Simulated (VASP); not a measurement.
# NaHf (Fm-3m) in VASP: further runs

Runs on NaHf. Level: PBE. Tasks: single point, relaxation of cell and atoms.

Program: VASP 6.6.1. These are calculated values, not measurements. Logs are shortened: lines on timing, memory, paths and dates and some standing lists are left out, and cuts for length are marked.

## (1) The cell of the first run

Symmetry: Fm-3m, No. 225, cubic system. The conventional cell has a = 5.855 Å, b = 5.855 Å, c = 5.855 Å, α = 90.00°, β = 90.00°, γ = 90.00°. Na (site symmetry m-3m) has 6 Hf at 2.93 Å within 3.9 Å. Hf (site symmetry m-3m) has 6 Na at 2.93 Å within 3.9 Å.

## (2) Single point, PBE

INCAR reads:

```
SYSTEM = NaHf
PREC = Accurate ; ENCUT = 520
EDIFF = 1E-7 ; ISMEAR = 0
SIGMA = 0.1 ; LREAL = .False.
LASPH = .True. ; NELM = 100
ALGO = Normal ; ISIF = 2
LWAVE = .False. ; LCHARG = .False.
GGA = PE ; NBANDS = 16
```

KPOINTS reads:

```
regular mesh
0
Gamma
  6 6 6
  0 0 0
```

POSCAR reads:

```
NaHf
1.0
    0.0000000000      2.9276327158      2.9276327158
    2.9276327158      0.0000000000      2.9276327158
    2.9276327158      2.9276327158      0.0000000000
Na Hf
1 1
Direct
    0.0000000000      0.0000000000      0.0000000000
    0.5000000000      0.5000000000      0.5000000000
```

Potentials or basis: VASP PAW PBE potentials, release 64 (Na_pv, Hf_pv).

Command:

```sh
$ cat potpaw_PBE.64/Na_pv/POTCAR potpaw_PBE.64/Hf_pv/POTCAR > POTCAR
$ mpirun -np 1 vasp_std > vasp.out
```

OUTCAR:

```text
SYSTEM = NaHf
   PREC = Accurate
   ENCUT = 520
   EDIFF = 1E-7
   ISMEAR = 0
   LREAL = .False.
   LASPH = .True.
   NELM = 100
   ISIF = 2
   GGA = PE

 ion  position               nearest neighbor table
   1  0.000  0.000  0.000-   2 2.93   2 2.93   2 2.93   2 2.93   2 2.93   2 2.93
   2  0.500  0.500  0.500-   1 2.93   1 2.93   1 2.93   1 2.93   1 2.93   1 2.93

  LATTYP: Found a face centered cubic cell.
 ALAT       =     5.8552654316

  Lattice vectors:

 A1 = (   0.0000000000,   2.9276327158,   2.9276327158)
 A2 = (   2.9276327158,   0.0000000000,   2.9276327158)
 A3 = (   2.9276327158,   2.9276327158,   0.0000000000)

Analysis of symmetry for initial positions (statically):
=====================================================================
 Subroutine PRICEL returns:
 Original cell was already a primitive cell.

 Routine SETGRP: Setting up the symmetry group for a
 face centered cubic supercell.

 Subroutine GETGRP returns: Found 48 space group operations
 (whereof 48 operations were pure point group operations)
 out of a pool of 48 trial point group operations.

The static configuration has the point symmetry O_h .

Analysis of symmetry for dynamics (positions and initial velocities):
=====================================================================
 Subroutine PRICEL returns:
 Original cell was already a primitive cell.

 Routine SETGRP: Setting up the symmetry group for a
 face centered cubic supercell.

 Subroutine GETGRP returns: Found 48 space group operations
 (whereof 48 operations were pure point group operations)
 out of a pool of 48 trial point group operations.

The dynamic configuration has the point symmetry O_h .

 Subroutine INISYM returns: Found 48 space group operations
 (whereof 48 operations are pure point group operations),
 and found     1 'primitive' translations

----------------------------------------------------------------------------------------

                                     Primitive cell

  volume of cell :      50.1857

  direct lattice vectors                    reciprocal lattice vectors
     0.000000000  2.927632716  2.927632716    -0.170786451  0.170786451  0.170786451
     2.927632716  0.000000000  2.927632716     0.170786451 -0.170786451  0.170786451
     2.927632716  2.927632716  0.000000000     0.170786451  0.170786451 -0.170786451

  length of vectors
     4.140297892  4.140297892  4.140297892     0.295810810  0.295810810  0.295810810

  position of ions in fractional coordinates (direct lattice)
     0.000000000  0.000000000  0.000000000
     0.500000000  0.500000000  0.500000000

  ion indices of the primitive-cell ions
   primitive index   ion index
                 1           1
                 2           2

----------------------------------------------------------------------------------------

 KPOINTS: regular mesh

Automatic generation of k-mesh.
 Grid dimensions read from file:
 generate k-points for:    6    6    6

 Generating k-lattice:

  Cartesian coordinates                     Fractional coordinates (reciprocal lattice)
    -0.028464408  0.028464408  0.028464408     0.166666667  0.000000000  0.000000000
     0.028464408 -0.028464408  0.028464408     0.000000000  0.166666667  0.000000000
     0.028464408  0.028464408 -0.028464408     0.000000000  0.000000000  0.166666667

  Length of vectors
     0.049301802  0.049301802  0.049301802

  Shift w.r.t. Gamma in fractional coordinates (k-lattice)
     0.000000000  0.000000000  0.000000000

 Subroutine IBZKPT returns following result:
 ===========================================

 Found     16 irreducible k-points:

 Following reciprocal coordinates:
            Coordinates               Weight
  0.000000  0.000000  0.000000      1.000000
  0.166667  0.000000  0.000000      8.000000
  0.333333  0.000000  0.000000      8.000000
  0.500000  0.000000  0.000000      4.000000
  0.166667  0.166667  0.000000      6.000000
  0.333333  0.166667  0.000000     24.000000
[... 8 lines left out ...]
 -0.333333  0.333333  0.166667     24.000000
 -0.333333  0.500000  0.166667     12.000000
   k-points           NKPTS =     16   k-points in BZ     NKDIM =     16   number of bands    NBANDS=     16
   number of dos      NEDOS =    301   number of ions     NIONS =      2
   total plane-waves  NPLWV =  32768
   dimension x,y,z NGX =    32 NGY =   32 NGZ =   32
   dimension x,y,z NGXF=    64 NGYF=   64 NGZF=   64
   ions per type =               1   1
   NGX,Y,Z   is equivalent  to a cutoff of  12.85, 12.85, 12.85 a.u.
   NGXF,Y,Z  is equivalent  to a cutoff of  25.70, 25.70, 25.70 a.u.
 SYSTEM =  NaHf
   PREC   = accura    normal or accurate (medium, high low for compatibility)
   ISTART =      0    job   : 0-new  1-cont  2-samecut
   ICHARG =      2    charge: 1-file 2-atom 10-const
   ISPIN  =      1    spin polarized calculation?
   LNONCOLLINEAR =      F non collinear calculations
   LSORBIT =      F    spin-orbit coupling
[... 123 lines left out ...]
      4     -21.1337      2.00000
      5     -21.1233      2.00000
      6     -21.1222      2.00000
[... 8 lines left out ...]
     15      10.1750      0.00000
     16      11.8565      0.00000

 k-point     7 :       0.5000    0.1667    0.0000
  band No.  band energies     occupation
      1     -29.3575      2.00000
      2     -29.3348      2.00000
      3     -29.3312      2.00000
      4     -21.1370      2.00000
      5     -21.1272      2.00000
      6     -21.1263      2.00000
[... 8 lines left out ...]
     15       8.9975      0.00000
     16      11.5628      0.00000

 k-point     8 :      -0.3333    0.1667    0.0000
  band No.  band energies     occupation
      1     -29.3541      2.00000
      2     -29.3366      2.00000
      3     -29.3283      2.00000
      4     -21.1376      2.00000
      5     -21.1277      2.00000
      6     -21.1244      2.00000
[... 8 lines left out ...]
     15      10.1998      0.00000
     16      11.6572      0.00000

 k-point     9 :      -0.1667    0.1667    0.0000
  band No.  band energies     occupation
      1     -29.3411      2.00000
      2     -29.3321      2.00000
      3     -29.3251      2.00000
      4     -21.1318      2.00000
      5     -21.1249      2.00000
      6     -21.1205      2.00000
[... 8 lines left out ...]
     15      11.9157      0.00000
     16      12.1426      0.00000

 k-point    10 :       0.3333    0.3333    0.0000
  band No.  band energies     occupation
      1     -29.3514      2.00000
      2     -29.3359      2.00000
      3     -29.3359      2.00000
      4     -21.1325      2.00000
      5     -21.1211      2.00000
      6     -21.1211      2.00000
[... 8 lines left out ...]
     15       8.2234      0.00000
     16      12.6129      0.00000

 k-point    11 :       0.5000    0.3333    0.0000
  band No.  band energies     occupation
      1     -29.3581      2.00000
      2     -29.3415      2.00000
      3     -29.3371      2.00000
      4     -21.1295      2.00000
      5     -21.1249      2.00000
      6     -21.1233      2.00000
[... 8 lines left out ...]
     15       7.6749      0.00000
     16      12.7995      0.00000

 k-point    12 :      -0.3333    0.3333    0.0000
  band No.  band energies     occupation
      1     -29.3521      2.00000
      2     -29.3494      2.00000
      3     -29.3333      2.00000
      4     -21.1334      2.00000
      5     -21.1266      2.00000
      6     -21.1252      2.00000
[... 8 lines left out ...]
     15       8.7732      0.00000
     16      12.4889      0.00000

 k-point    13 :       0.5000    0.5000    0.0000
  band No.  band energies     occupation
      1     -29.3633      2.00000
      2     -29.3400      2.00000
      3     -29.3400      2.00000
      4     -21.1276      2.00000
      5     -21.1219      2.00000
      6     -21.1219      2.00000
[... 8 lines left out ...]
     15       6.7330      0.00000
     16      13.0888      0.00000

 k-point    14 :       0.5000    0.3333    0.1667
  band No.  band energies     occupation
      1     -29.3521      2.00000
      2     -29.3413      2.00000
      3     -29.3323      2.00000
      4     -21.1340      2.00000
      5     -21.1266      2.00000
      6     -21.1226      2.00000
[... 8 lines left out ...]
     15       9.2887      0.00000
     16      13.0389      0.00000

 k-point    15 :      -0.3333    0.3333    0.1667
  band No.  band energies     occupation
      1     -29.3545      2.00000
      2     -29.3458      2.00000
      3     -29.3344      2.00000
      4     -21.1334      2.00000
      5     -21.1261      2.00000
      6     -21.1257      2.00000
[... 8 lines left out ...]
     15       8.5351      0.00000
     16      12.7919      0.00000

 k-point    16 :      -0.3333    0.5000    0.1667
  band No.  band energies     occupation
      1     -29.3575      2.00000
      2     -29.3458      2.00000
      3     -29.3380      2.00000
      4     -21.1290      2.00000
      5     -21.1263      2.00000
      6     -21.1234      2.00000
[... 8 lines left out ...]
     15       7.7623      0.00000
     16      13.3080      0.00000

------------------------ aborting loop because EDIFF is reached ----------------------------------------

  FORCE on cell =-STRESS in cart. coord.  units (eV):
  Direction    XX          YY          ZZ          XY          YZ          ZX
  --------------------------------------------------------------------------------------
  -------------------------------------------------------------------------------------
  Total       -0.0222120     -0.0222120     -0.0222120      0.0000000      0.0000000      0.0000000
  in kB       -0.7091165     -0.7091165     -0.7091165      0.0000000      0.0000000      0.0000000
  external PRESSURE =      -0.7091165 kB  Pullay stress =       0.0000000 kB

 VOLUME and BASIS-vectors are now :
 -----------------------------------------------------------------------------
  energy-cutoff  :      520.00
  volume of cell :       50.19
      direct lattice vectors                 reciprocal lattice vectors
     0.000000000  2.927632716  2.927632716    -0.170786451  0.170786451  0.170786451
     2.927632716  0.000000000  2.927632716     0.170786451 -0.170786451  0.170786451
     2.927632716  2.927632716  0.000000000     0.170786451  0.170786451 -0.170786451

 POSITION                                       TOTAL-FORCE (eV/Angst)
 -----------------------------------------------------------------------------------
      0.00000      0.00000      0.00000         0.000000      0.000000      0.000000
      2.92763      2.92763      2.92763        -0.000000     -0.000000     -0.000000
 -----------------------------------------------------------------------------------
    total drift:                                0.000000     -0.000000     -0.000000

  FREE ENERGIE OF THE ION-ELECTRON SYSTEM (eV)
  ---------------------------------------------------
  free  energy   TOTEN  =        -7.8283035704 eV

  energy  without entropy=       -7.8133424274  energy(sigma->0) =       -7.82082300
```

Run time: 6.4 s. Hardware: 1 thread of Intel Xeon 6975P-C (Granite Rapids), shared host; peak memory 0.17 GiB.

Results:

```yaml
Free_energy: -7.8283 eV
Pressure: -0.1 GPa
Band_gap_on_the_k_mesh: zero (an odd number of electrons rules out a gap without spin polarisation)
```

Caveat: spin-orbit coupling is left out, which moves the levels of the heavy elements.

## (3) Relaxation of cell and atoms, PBE

This run uses another cell than the first one, of 20.45 Å³/atom.

INCAR reads:

```
  ALGO = Normal
  EDIFF = 1E-6
  EDIFFG = -0.04
  ENCUT = 600
  GGA = PE
  IBRION = 2
  ISIF = 3
  ISMEAR = 0
  LASPH = True
  LCHARG = False
  LREAL = False
  LWAVE = False
  NELM = 80
  NSW = 90
  PREC = Accurate
  SIGMA = 0.1
```

KPOINTS reads:

```
k-points
0
Gamma
  6 6 6
```

POSCAR reads:

```
NaHf
1.0
    0.0000000000      2.7347129926      2.7347129926
    2.7347129926      0.0000000000      2.7347129926
    2.7347129926      2.7347129926      0.0000000000
Na Hf
1 1
Direct
    0.0000000000      0.0000000000      0.0000000000
    0.5000000000      0.5000000000      0.5000000000
```

Potentials or basis: VASP PAW PBE potentials, release 64 (Na_pv, Hf_pv).

Command:

```sh
$ cat potpaw_PBE.64/Na_pv/POTCAR potpaw_PBE.64/Hf_pv/POTCAR > POTCAR
$ mpirun -np 1 vasp_std > vasp.out
```

Wall time 9.1 s (1 thread of Intel Xeon 6975P-C (Granite Rapids), shared host); peak memory 0.18 GiB.

It converged, with:

| Quantity | Value |
| --- | --- |
| Free energy | -7.8277 eV |
| Relaxed volume | 25.10 Å³/atom |
| Relaxed cell | a = 4.140 Å, b = 4.140 Å, c = 4.140 Å, α = 60.00°, β = 60.00°, γ = 60.00° |
| Space group after relaxing (to 0.1 Å) | Fm-3m (No. 225) |
| Energy gained by relaxing | 137.7 meV/atom |
| Ionic steps | 2 |
| Pressure after relaxing | -0.1 GPa |
| Band gap on the k mesh | zero (an odd number of electrons rules out a gap without spin polarisation) |

The path:
| step | energy change (eV) | largest force (eV/Å) | pressure (GPa) | volume (Å³) |
| --- | --- | --- | --- | --- |
| 1 | 0.0000 | 0.0000 | 11.46 | 40.90 |
| 2 | -0.2755 | 0.0000 | -0.10 | 50.19 |

Final structure:
```cif
data_structure
_symmetry_space_group_name_H-M 'P 1'
_symmetry_Int_Tables_number 1
_cell_length_a 4.1404
_cell_length_b 4.1404
_cell_length_c 4.1404
_cell_angle_alpha 60.000
_cell_angle_beta 60.000
_cell_angle_gamma 60.000
_cell_volume 50.19
loop_
_atom_site_label
_atom_site_type_symbol
_atom_site_fract_x
_atom_site_fract_y
_atom_site_fract_z
_atom_site_occupancy
Na1 Na 0.00000 0.00000 0.00000 1
Hf1 Hf 0.50000 0.50000 0.50000 1
```

Levels at points of the mesh, in eV from the Fermi level:
```
           k point  band 6  band 7  band 8  band 9  band 10  band 11
(0.00, 0.00, 0.00)  -23.71   -5.41    0.36    0.36     0.36     1.08
(0.50, 0.00, 0.00)  -23.72   -2.79   -0.86    0.32     0.32     2.17
(0.50, 0.50, 0.00)  -23.72   -1.87   -1.07   -0.15     1.83     1.92
```

Caveat: the volume moved by over 15 % at a fixed basis, so the end points are rough; spin-orbit coupling is left out, which moves the levels of the heavy elements.

## (4) Single point, PBE

INCAR reads:

```
ALGO = Normal
EDIFF = 1E-7
ENCUT = 520
GGA = PE
ISIF = 2
ISMEAR = 0
LASPH = True
LCHARG = False
LREAL = False
LWAVE = False
NBANDS = 16
NELM = 100
PREC = Accurate
SIGMA = 0.1
```

KPOINTS reads:

```
k-points
0
Gamma
  16 16 16
```

POSCAR reads:

```
NaHf
1.0
    0.0000000000      2.9276327158      2.9276327158
    2.9276327158      0.0000000000      2.9276327158
    2.9276327158      2.9276327158      0.0000000000
Na Hf
1 1
Direct
    0.0000000000      0.0000000000      0.0000000000
    0.5000000000      0.5000000000      0.5000000000
```

Command:

```sh
$ cat potpaw_PBE.64/Na_pv/POTCAR potpaw_PBE.64/Hf_pv/POTCAR > POTCAR
$ mpirun -np 1 vasp_std > vasp.out
```

Wall time 35 s (1 thread of Intel Xeon 6975P-C (Granite Rapids), shared host); peak memory 0.25 GiB.

Results (log left out):

| Property | Result |
| --- | --- |
| Free energy | -7.8325 eV |
| Pressure | -0.1 GPa |
| Band gap on the k mesh | zero (an odd number of electrons rules out a gap without spin polarisation) |

Levels at points of the mesh, in eV from the Fermi level:
```
           k point  band 4  band 5  band 6  band 7  band 8  band 9  band 10  band 11  band 12  band 13
(0.00, 0.00, 0.00)  -23.68  -23.68  -23.68   -5.38    0.39    0.39     0.39     1.10     1.10     7.88
(0.50, 0.00, 0.00)  -23.70  -23.69  -23.69   -2.76   -0.83    0.35     0.35     2.20     2.20     2.48
(0.50, 0.50, 0.00)  -23.69  -23.69  -23.69   -1.84   -1.04   -0.12     1.86     1.95     2.50     2.50
```

Caveat: spin-orbit coupling is left out, which moves the levels of the heavy elements.

## (5) Relaxation of cell and atoms, PBE

INCAR reads:

```
ALGO = Fast ; EDIFF = 1E-7
EDIFFG = -0.01 ; ENCUT = 600
GGA = PE ; IBRION = 2
ISIF = 3 ; ISMEAR = 0
LASPH = True ; LCHARG = False
LREAL = False ; LWAVE = False
NELM = 60 ; NSW = 100
PREC = Accurate ; SIGMA = 0.1
```

KPOINTS is that of step 4.

POSCAR is that of step 4.

Command:

```sh
$ cat potpaw_PBE.64/Na_pv/POTCAR potpaw_PBE.64/Hf_pv/POTCAR > POTCAR
$ mpirun -np 1 vasp_std > vasp.out
```

Wall time 2.7 min (1 thread of Intel Xeon 6975P-C (Granite Rapids), shared host); peak memory 0.3 GiB.

The run converged. Its results:

```
Free energy                           : -7.8325 eV
Relaxed volume                        : 25.04 Å³/atom
Relaxed cell                          : a = 4.137 Å, b = 4.137 Å, c = 4.137 Å, α = 60.00°, β = 60.00°, γ = 60.00°
Space group after relaxing (to 0.1 Å) : Fm-3m (No. 225)
Energy gained by relaxing             : 0.0 meV/atom
Ionic steps                           : 2
Pressure after relaxing               : 0.0 GPa
Band gap on the k mesh                : zero (an odd number of electrons rules out a gap without spin polarisation)
```

Final structure:
```yaml
crystal:
  lattice:
    - [0.00000, 2.92565, 2.92565]
    - [2.92565, 0.00000, 2.92565]
    - [2.92565, 2.92565, 0.00000]
  atoms:
    - { symbol: Na, position: [0.00000, 0.00000, 0.00000] }
    - { symbol: Hf, position: [0.50000, 0.50000, 0.50000] }
```

Levels at points of the mesh, in eV from the Fermi level:
```tsv
k point	band 4	band 5	band 6	band 7	band 8	band 9	band 10	band 11	band 12
(0.00, 0.00, 0.00)	-23.68	-23.68	-23.68	-5.39	0.39	0.39	0.39	1.11	1.11
(0.50, 0.00, 0.00)	-23.71	-23.69	-23.69	-2.76	-0.83	0.35	0.35	2.21	2.21
(0.50, 0.50, 0.00)	-23.69	-23.69	-23.69	-1.85	-1.05	-0.12	1.86	1.96	2.51
```

Caveat: spin-orbit coupling is left out, which moves the levels of the heavy elements.

## (6) The runs side by side

```csv
task,cell,k mesh,cutoff (eV),gap on the mesh (eV),pressure (GPa),relaxed volume (Å³/atom)
single point,"a = 4.140 Å, angles 60.0°, 2 atoms",6 × 6 × 6,520,none,-0.1,-
relaxation of cell and atoms,"relaxed from a = 3.867 Å, angles 60.0°, 2 atoms",6 × 6 × 6,600,none,-0.1,25.10
single point,"a = 4.140 Å, angles 60.0°, 2 atoms",16 × 16 × 16,520,none,-0.1,-
relaxation of cell and atoms,"relaxed from a = 4.140 Å, angles 60.0°, 2 atoms",16 × 16 × 16,600,none,0.0,25.04
```

Alike in all rows: level PBE; potentials or basis VASP PAW PBE potentials, release 64 (Na_pv, Hf_pv); no spin polarisation; smearing gaussian 0.1 eV.

Caveats: spin-orbit coupling is left out, which moves the levels of the heavy elements; the volume moved by over 15 % at a fixed basis, so the end points are rough (at least some runs).

Total energies depend on the potentials used, so only differences within one code and one set of settings carry meaning.
